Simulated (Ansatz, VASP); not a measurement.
# Two plane-wave programs on SnO3

File INCAR:

```
PREC     = Accurate       # precision mode
ENCUT    = 600            # plane-wave cutoff, eV
EDIFF    = 1E-6           # SCF threshold, eV
ISMEAR   = 0              # smearing method
SIGMA    = 0.1            # smearing width, eV
LREAL    = F              # projectors in reciprocal space
LASPH    = T              # aspherical terms in the spheres
NELM     = 60             # most SCF steps
ALGO     = Normal         # electronic algorithm
ISIF     = 3              # what is computed and relaxed
LWAVE    = F              # write WAVECAR
LCHARG   = F              # write CHGCAR
GGA      = PE             # functional
IBRION   = 2              # ionic algorithm
NSW      = 100            # ionic steps
EDIFFG   = -0.01          # ionic threshold
```

Contents of KPOINTS:

```
regular mesh
0
Gamma
  10 10 10
```

POSCAR

```
SnO3
1.0
    3.5510093468      0.0000000000      0.0000000000
    0.0000000000      3.8789739288      0.0000000000
    0.0000000000      0.0000000000      4.0343845643
Sn O
1 3
Direct
    0.0000000000      0.5000000000      0.5000000000
    0.5000000000      0.5000000000      0.8200977676
    0.5000000000      0.5000000000      0.1799022324
    0.0000000000      0.0000000000      0.5000000000
```

Input for Ansatz:

```yaml
crystal:
  lattice:
    - [3.5510093468, 0.0, 0.0]
    - [0.0, 3.8789739288, 0.0]
    - [0.0, 0.0, 4.0343845643]
  atoms:
    - { symbol: Sn, position: [0.0, 0.5, 0.5] }
    - { symbol: O, position: [0.5, 0.5, 0.8200977676] }
    - { symbol: O, position: [0.5, 0.5, 0.1799022324] }
    - { symbol: O, position: [0.0, 0.0, 0.5] }
basis:
  ecutwfc: 420
kpoints:
  mp_grid: { grid: [10, 10, 10] }
hamiltonian:
  xc: pbe
scf:
  occupations: { method: gaussian, width: 0.1 }
output:
  forces: true
  stress: true
  eigenvalues: true
relax:
  adjacent_minimum: "off"
  f_tol: 0.01
  max_steps: 80
  cell: { stress_tol: 0.05 }
```

Alike in both runs: task relaxation of cell and atoms; functional PBE; k mesh 10 × 10 × 10; occupations gaussian, width 0.1 eV; no spin polarisation.

|  | VASP | Ansatz |
| --- | --- | --- |
| version | VASP 6.6.1 | Ansatz 0.2.0 |
| potentials or method | VASP PAW PBE potentials, release 64 (Sn_d, O), cutoff 600 eV | scalar-relativistic, plane waves, PAW |
| valence electrons in the cell | 32 | 32 |

|  | VASP | Ansatz | Ansatz less VASP |
| --- | --- | --- | --- |
| gap on the k mesh at the Fermi level, each at its own relaxed structure (eV) | none | none | - |
| relaxed volume (Å³/atom) | 13.91 | 13.89 | -0.021 |
| relaxed cell length with the largest relative difference (Å) | 3.879 | 3.876 | -0.0023 |

A gap of «none» marks a metal or a gap that the smearing closes.
